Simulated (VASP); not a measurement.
# HfN (I4/mmm) in VASP: further runs, part 2 of 2

VASP 6.6.1.

## (5) Single point, PBE (strain +0.000 along x and y, -0.015 along z)

INCAR

```
PREC = Accurate ; ENCUT = 520
EDIFF = 1E-6 ; ISMEAR = 0
SIGMA = 0.15 ; LREAL = False
LASPH = True ; NELM = 80
ALGO = Normal ; ISIF = 2
LWAVE = False ; LCHARG = False
GGA = PE ; NBANDS = 14
```

KPOINTS

```
Automatic mesh
0
Gamma
  18 18 18
```

POSCAR

```
HfN
1.0
    0.0000000000      2.2590000000      2.2251150000
    2.2590000000      0.0000000000      2.2251150000
    2.2590000000      2.2590000000      0.0000000000
Hf N
1 1
Direct
    0.0000000000      0.0000000000      0.0000000000
    0.5000000000      0.5000000000      0.5000000000
```

Potentials or basis: VASP PAW PBE potentials, release 64 (Hf_pv, N).

Run with:

```sh
$ cat potpaw_PBE.64/Hf_pv/POTCAR potpaw_PBE.64/N/POTCAR > POTCAR
$ mpirun -np 1 vasp_std > vasp.out
```

OUTCAR:

```text
PREC = Accurate
   ENCUT = 520
   EDIFF = 1E-6
   ISMEAR = 0
   LREAL = False
   LASPH = True
   NELM = 80
   ISIF = 2
   GGA = PE

 ion  position               nearest neighbor table
   1  0.000  0.000  0.000-   2 2.23   2 2.23   2 2.26   2 2.26   2 2.26   2 2.26
   2  0.500  0.500  0.500-   1 2.23   1 2.23   1 2.26   1 2.26   1 2.26   1 2.26

  LATTYP: Found a body centered tetragonal cell.
 ALAT       =     3.1947084374
 C/A-ratio  =     1.3930003589

  Lattice vectors:

 A1 = (   0.0000000000,  -2.2590000000,  -2.2251150000)
 A2 = (   0.0000000000,   2.2590000000,  -2.2251150000)
 A3 = (   2.2590000000,   0.0000000000,   2.2251150000)

Analysis of symmetry for initial positions (statically):
=====================================================================
 Subroutine PRICEL returns:
 Original cell was already a primitive cell.

 Routine SETGRP: Setting up the symmetry group for a
 body centered tetragonal supercell.

 Subroutine GETGRP returns: Found 16 space group operations
 (whereof 16 operations were pure point group operations)
 out of a pool of 16 trial point group operations.

The static configuration has the point symmetry D_4h.

Analysis of symmetry for dynamics (positions and initial velocities):
=====================================================================
 Subroutine PRICEL returns:
 Original cell was already a primitive cell.

 Routine SETGRP: Setting up the symmetry group for a
 body centered tetragonal supercell.

 Subroutine GETGRP returns: Found 16 space group operations
 (whereof 16 operations were pure point group operations)
 out of a pool of 16 trial point group operations.

The dynamic configuration has the point symmetry D_4h.

 Subroutine INISYM returns: Found 16 space group operations
 (whereof 16 operations are pure point group operations),
 and found     1 'primitive' translations

----------------------------------------------------------------------------------------

                                     Primitive cell

  volume of cell :      22.7099

  direct lattice vectors                    reciprocal lattice vectors
     0.000000000  2.259000000  2.225115000    -0.221336875  0.221336875  0.224707487
     2.259000000  0.000000000  2.225115000     0.221336875 -0.221336875  0.224707487
     2.259000000  2.259000000  0.000000000     0.221336875  0.221336875 -0.224707487

  length of vectors
     3.170838653  3.170838653  3.194708437     0.385322565  0.385322565  0.385322565

  position of ions in fractional coordinates (direct lattice)
     0.000000000  0.000000000  0.000000000
     0.500000000  0.500000000  0.500000000

  ion indices of the primitive-cell ions
   primitive index   ion index
                 1           1
                 2           2

----------------------------------------------------------------------------------------

 KPOINTS: Automatic mesh

Automatic generation of k-mesh.
 Grid dimensions read from file:
 generate k-points for:   18   18   18

 Generating k-lattice:

  Cartesian coordinates                     Fractional coordinates (reciprocal lattice)
    -0.012296493  0.012296493  0.012483749     0.055555556 -0.000000000  0.000000000
     0.012296493 -0.012296493  0.012483749    -0.000000000  0.055555556  0.000000000
     0.012296493  0.012296493 -0.012483749     0.000000000  0.000000000  0.055555556

  Length of vectors
     0.021406809  0.021406809  0.021406809

  Shift w.r.t. Gamma in fractional coordinates (k-lattice)
     0.000000000  0.000000000  0.000000000

 Subroutine IBZKPT returns following result:
 ===========================================

 Found    480 irreducible k-points:

 Following reciprocal coordinates:
            Coordinates               Weight
  0.000000  0.000000  0.000000      1.000000
  0.055556  0.000000  0.000000      8.000000
  0.111111  0.000000  0.000000      8.000000
  0.166667  0.000000  0.000000      8.000000
  0.222222 -0.000000  0.000000      8.000000
  0.277778  0.000000  0.000000      8.000000
[... 16 lines left out ...]
 -0.277778  0.055556  0.000000      8.000000
 -0.222222  0.055556  0.000000      8.000000
 [... further k-points ...]
   k-points           NKPTS =    480   k-points in BZ     NKDIM =    480   number of bands    NBANDS=     14
   number of dos      NEDOS =    301   number of ions     NIONS =      2
   total plane-waves  NPLWV =  13824
   dimension x,y,z NGX =    24 NGY =   24 NGZ =   24
   dimension x,y,z NGXF=    48 NGYF=   48 NGZF=   48
   ions per type =               1   1
   NGX,Y,Z   is equivalent  to a cutoff of  12.58, 12.58, 12.49 a.u.
   NGXF,Y,Z  is equivalent  to a cutoff of  25.17, 25.17, 24.98 a.u.
 SYSTEM =  unknown system
   PREC   = accura    normal or accurate (medium, high low for compatibility)
   ISTART =      0    job   : 0-new  1-cont  2-samecut
   ICHARG =      2    charge: 1-file 2-atom 10-const
   ISPIN  =      1    spin polarized calculation?
   LNONCOLLINEAR =      F non collinear calculations
   LSORBIT =      F    spin-orbit coupling
   LASPH  =      T    aspherical Exc in radial PAW
   ENCUT  =  520.0 eV  38.22 Ry    6.18 a.u.   5.90  5.90  5.94*2*pi/ulx,y,z
   NELM   =     80;   NELMIN=  2; NELMDL= -5     # of ELM steps
   EDIFF  = 0.1E-05   stopping-criterion for ELM
   LREAL  =      F    real-space projection
   EDIFFG = 0.1E-04   stopping-criterion for IOM
   NSW    =      0    number of steps for IOM
   IBRION =     -1    ionic relax: 0-MD 1-quasi-New 2-CG
   NFREE  =      0    steps in history (QN), initial steepest desc. (CG)
   ISIF   =      2    stress and relaxation
   ISYM   =      2    0-nonsym 1-usesym 2-fastsym
   POTIM  = 0.5000    time-step for ionic-motion
   TEBEG  =    0.0;   TEEND  =   0.0 temperature during run
   PSTRESS=    0.0 pullay stress
   NELECT =      15.0000    total number of electrons
   NUPDOWN=      -1.0000    fix difference up-down
   EMIN   =  10.00;   EMAX   =-10.00  energy-range for DOS
   EFERMI =   0.00;   METHOD = LEGACY
   ISMEAR =     0;   SIGMA  =   0.15  broadening in eV -4-tet -1-fermi 0-gaus
   EFERMI_NEDOS =   21; number of points for ismear=-14 and -15
   IALGO  =     38    algorithm
   IMIX   =      4    mixing-type and parameters
     AMIX     =   0.40;   BMIX     =  1.00
     AMIX_MAG =   1.60;   BMIX_MAG =  1.00
  volume/ion in A,a.u.               =      11.35        76.63
  Fermi-wavevector in a.u.,A,eV,Ry     =   1.425718  2.694216 27.656176  2.032672
  Thomas-Fermi vector in A             =   2.546072
   LORBIT       =      0    0 simple, 1 ext, 2 COOP (PROOUT), +10 PAW based schemes
   GGA     = PE    functional components
   LHFCALC =     F    Hartree Fock is set to
   AEXX    =    0.0000 exact exchange contribution
   IVDW    =     0    specifies the selected vdW correction
   LEPSILON=     F    determine dielectric tensor
   LRPA    =     F    only Hartree local field effects (RPA)
 non-spin polarized calculation
 Gauss-broadening in eV      SIGMA  =   0.15
  energy-cutoff  :      520.00
  volume of cell :       22.71
 maximum number of plane-waves:       624
   NGX = 11   NGY = 11   NGZ = 11

 number of electron      15.0000000 magnetization

 Free energy of the ion-electron system (eV)
  ---------------------------------------------------
  ext. energy  EPLUGINS =         0.00000000
  ---------------------------------------------------
  free energy    TOTEN  =       -21.74035518 eV

  energy without entropy =      -21.73335920  energy(sigma->0) =      -21.73685719

 E-fermi :   8.5181     XC(G=0): -12.8117

 val. band max:        8.5146034562   @ k =  -0.3333   0.3889   0.1111
 cond. band min:       8.5273326002   @ k =   0.1111   0.0000   0.0000
 fundamental gap:      0.0127291441
 Fermi energy:         8.5180928388

 k-point     1 :       0.0000    0.0000    0.0000
  band No.  band energies     occupation
      1     -22.5757      2.00000
      2     -22.5757      2.00000
      3     -22.5607      2.00000
      4      -9.0812      2.00000
      5       5.4473      2.00000
      6       5.4473      2.00000
      7       5.5271      2.00000
      8       8.1108      1.99988
      9       8.1108      1.99988
     10       8.2817      1.97416
     11      10.2496      0.00000
     12      10.4122      0.00000
     13      10.8605      0.00000
     14      18.1245      0.00000
[... 375 lines left out ...]
 k-point    24 :      -0.2222    0.0556    0.0000
  band No.  band energies     occupation
      1     -23.0722      2.00000
      2     -22.6380      2.00000
      3     -22.6114      2.00000
      4      -7.8701      2.00000
      5       2.0874      2.00000
      6       3.3381      2.00000
      7       3.7780      2.00000
      8       8.9206      0.00015
      9       9.4578      0.00000
     10      10.3959      0.00000
     11      12.9263      0.00000
     12      13.6791      0.00000
     13      14.2022      0.00000
     14      20.8047      0.00000

 [... further k-points ...]
[... 5 lines left out ...]
  --------------------------------------------------------------------------------------
  -------------------------------------------------------------------------------------
  Total        0.6975332      0.6975332      1.8423934      0.0000000      0.0000000     -0.0000000
  in kB       49.2108133     49.2108133    129.9804487      0.0000000      0.0000000     -0.0000000
  external PRESSURE =      76.1340251 kB  Pullay stress =       0.0000000 kB

 VOLUME and BASIS-vectors are now :
 -----------------------------------------------------------------------------
  energy-cutoff  :      520.00
  volume of cell :       22.71
      direct lattice vectors                 reciprocal lattice vectors
     0.000000000  2.259000000  2.225115000    -0.221336875  0.221336875  0.224707487
     2.259000000  0.000000000  2.225115000     0.221336875 -0.221336875  0.224707487
     2.259000000  2.259000000  0.000000000     0.221336875  0.221336875 -0.224707487

 POSITION                                       TOTAL-FORCE (eV/Angst)
 -----------------------------------------------------------------------------------
      0.00000      0.00000      0.00000        -0.000000      0.000000      0.000000
      2.25900      2.25900      2.22512         0.000000     -0.000000      0.000000
 -----------------------------------------------------------------------------------
    total drift:                                0.000000     -0.000000     -0.000000

  FREE ENERGIE OF THE ION-ELECTRON SYSTEM (eV)
  ---------------------------------------------------
  free  energy   TOTEN  =       -21.7403551830 eV

  energy  without entropy=      -21.7333591968  energy(sigma->0) =      -21.73685719
```

OSZICAR:

```text
N       E                     dE             d eps       ncg     rms          rms(c)
DAV:   1     0.379355918147E+02    0.37936E+02   -0.78396E+03 13496   0.101E+03
DAV:   2    -0.227850238252E+02   -0.60721E+02   -0.56884E+02 17714   0.236E+02
DAV:   3    -0.247384231707E+02   -0.19534E+01   -0.19461E+01 15516   0.347E+01
DAV:   4    -0.247454169711E+02   -0.69938E-02   -0.69931E-02 16056   0.243E+00
DAV:   5    -0.247454595950E+02   -0.42624E-04   -0.42624E-04 15462   0.162E-01    0.506E+01
DAV:   6    -0.218375661070E+02    0.29079E+01   -0.81493E+00 14946   0.222E+01    0.427E+01
DAV:   7    -0.217663433233E+02    0.71223E-01   -0.45383E-01 17118   0.601E+00    0.269E+01
DAV:   8    -0.217455402039E+02    0.20803E-01   -0.96604E-02 15678   0.271E+00    0.590E+00
DAV:   9    -0.217404781465E+02    0.50621E-02   -0.14177E-02 15054   0.960E-01    0.195E+00
DAV:  10    -0.217403869727E+02    0.91174E-04   -0.10335E-03 17930   0.312E-01    0.418E-01
DAV:  11    -0.217403571632E+02    0.29809E-04   -0.71281E-05 15930   0.845E-02    0.102E-01
DAV:  12    -0.217403554335E+02    0.17297E-05   -0.71998E-06 18024   0.229E-02    0.194E-02
DAV:  13    -0.217403551830E+02    0.25053E-06   -0.18983E-07  8850   0.451E-03
   1 F= -.21740355E+02 E0= -.21736857E+02  d E =-.699599E-02
```

stdout:

```text
POSCAR found type information on POSCAR HfN
 POSCAR found :  2 types and       2 ions
 scaLAPACK will be used
 LDA part: xc-table for (Slater+PW92), standard interpolation
 POSCAR, INCAR and KPOINTS ok, starting setup
 FFT: planning ... GRIDC
 FFT: planning ... GRID_SOFT
 FFT: planning ... GRID
 WAVECAR not read
 entering main loop
```

Wall time 2.4 min (1 thread of Intel Xeon 8259CL, shared host); peak memory 0.27 GiB.

What came out:

```yaml
Free_energy: -21.7404 eV
Pressure: 7.6 GPa
Band_gap_on_the_k_mesh: zero (an odd number of electrons rules out a gap without spin polarisation)
```

Stress tensor (GPa, compression positive):
```
 4.92  0.00  0.00
 0.00  4.92  0.00
 0.00  0.00 13.00
```

Caveat: the cell differs from its parent crystal (strain +0.000 along x and y, -0.015 along z); the stress differs along the axes, from 5 to 13 GPa; spin-orbit coupling is left out, which moves the levels of the heavy elements.

## (6) The runs side by side

| cell | gap on the mesh (eV) | pressure (GPa) |
| --- | --- | --- |
| a = 3.196, b = 3.196, c = 3.099 Å, angles 61.0, 61.0, 58.0°, 2 atoms | none | 15.0 |
| a = 3.147, b = 3.147, c = 3.195 Å, angles 59.5, 59.5, 61.0°, 2 atoms | none | 12.9 |
| a = 3.171, b = 3.171, c = 3.147 Å, angles 60.3, 60.3, 59.5°, 2 atoms | none | 12.3 |
| a = 3.171, b = 3.171, c = 3.195 Å, angles 59.8, 59.8, 60.5°, 2 atoms | none | 7.6 |

Alike in all rows: task single point; level PBE; potentials or basis VASP PAW PBE potentials, release 64 (Hf_pv, N); no spin polarisation; k mesh 18 × 18 × 18; cutoff (eV) 520; smearing gaussian 0.15 eV.

Caveats: spin-orbit coupling is left out, which moves the levels of the heavy elements; the stress differs along the axes, from -6 to 26 GPa (at least some runs); the stress differs along the axes, from 7 to 25 GPa (at least some runs); the stress differs along the axes, from 7 to 15 GPa (at least some runs); the stress differs along the axes, from 5 to 13 GPa (at least some runs).

Absolute energies hang on the potentials; compare differences alone.
